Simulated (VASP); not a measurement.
Crystal: PrScO.

```
CELL_PARAMETERS angstrom
4.25696 0.00000 0.00000
-2.12848 3.68664 0.00000
0.00000 0.00000 7.14086
ATOMIC_POSITIONS crystal
Pr 0.00000 0.00000 0.98770
Pr 0.00000 0.00000 0.48770
Sc 0.33333 0.66667 0.29465
Sc 0.66667 0.33333 0.79465
O 0.66667 0.33333 0.22530
O 0.33333 0.66667 0.72530
```

The cell was generated, and may not be a known phase.

* Program: VASP 6.6.1
* Task: relaxation of cell and atoms
* Functional: PBE
* Potentials or basis: VASP PAW PBE potentials, release 64 (Pr_3, Sc_sv, O), 4f in core
* Cutoff: 600 eV
* k mesh: 4 × 4 × 3
* Occupations: gaussian, width 0.2 eV
* Spin: no spin polarisation

At the start: pressure -1.7 GPa; volume 18.68 Å³/atom.

How do energy, volume and symmetry change on relaxing?

Over 25 steps the energy falls by 1177.2 meV/atom and the volume is 19.06 Å³/atom (+2.1 %); space group P6_3mc (No. 186, to 0.1 Å) before and after.

The path:
| step | energy change (eV) | largest force (eV/Å) | pressure (GPa) | volume (Å³) |
| --- | --- | --- | --- | --- |
| 1 | 0.0000 | 2.0420 | -1.73 | 112.07 |
| 2 | -0.7560 | 1.7284 | 0.20 | 108.82 |
| 3 | -0.8807 | 2.5214 | 10.50 | 99.30 |
| 4 | -1.4045 | 0.4622 | 3.01 | 104.77 |
| 5 | -1.4597 | 0.5949 | 4.81 | 102.97 |
| 6 | -1.7483 | 1.1938 | 5.60 | 103.33 |
| 7 | -1.7354 | 3.5177 | 8.99 | 103.79 |
| 8 | -1.8738 | 2.5040 | 7.15 | 103.66 |
| 9 | -2.6326 | 2.5406 | 5.23 | 107.46 |
| 10 | -4.2415 | 2.4982 | 2.54 | 117.63 |
| 11 | -4.8529 | 1.8016 | -5.05 | 132.86 |
| 12 | -5.1112 | 2.3774 | -0.74 | 125.83 |
| 13 | -5.1791 | 2.1969 | -2.26 | 128.58 |
| 14 | -5.1789 | 2.2441 | -1.89 | 127.94 |
| 15 | -5.6710 | 1.5559 | -1.49 | 125.03 |
| 16 | -6.1896 | 1.1857 | 0.08 | 118.07 |
| 17 | -6.4788 | 1.1457 | -0.74 | 117.00 |
| 18 | -6.9334 | 0.4135 | -1.95 | 113.73 |
| 19 | -6.9385 | 0.5334 | -2.07 | 114.31 |
| 20 | -6.9004 | 0.3456 | 7.38 | 107.06 |
| 21 | -7.0149 | 0.2065 | 1.75 | 111.00 |
| 22 | -7.0606 | 0.1345 | -0.10 | 114.12 |
| 23 | -7.0617 | 0.1257 | -0.43 | 114.74 |
| 24 | -7.0618 | 0.0644 | 0.64 | 114.05 |
| 25 | -7.0635 | 0.0351 | 0.11 | 114.39 |

Final structure:
```
CELL_PARAMETERS angstrom
3.47468 0.00000 0.00000
-1.73734 3.00916 0.00000
0.00000 0.00000 10.94022
ATOMIC_POSITIONS crystal
Pr 0.00000 0.00000 0.04177
Pr 0.00000 0.00000 0.54177
Sc 0.33333 0.66667 0.27614
Sc 0.66667 0.33333 0.77614
O 0.66667 0.33333 0.18974
O 0.33333 0.66667 0.68974
```

Caveat: the k points lie up to 0.52 Å⁻¹ apart in the final cell; a cell axis changed by over 15 % at a fixed basis, so the end point is rough; the relaxation stopped at a loose force limit of 0.08 eV/Å, so its end isn't a converged minimum.
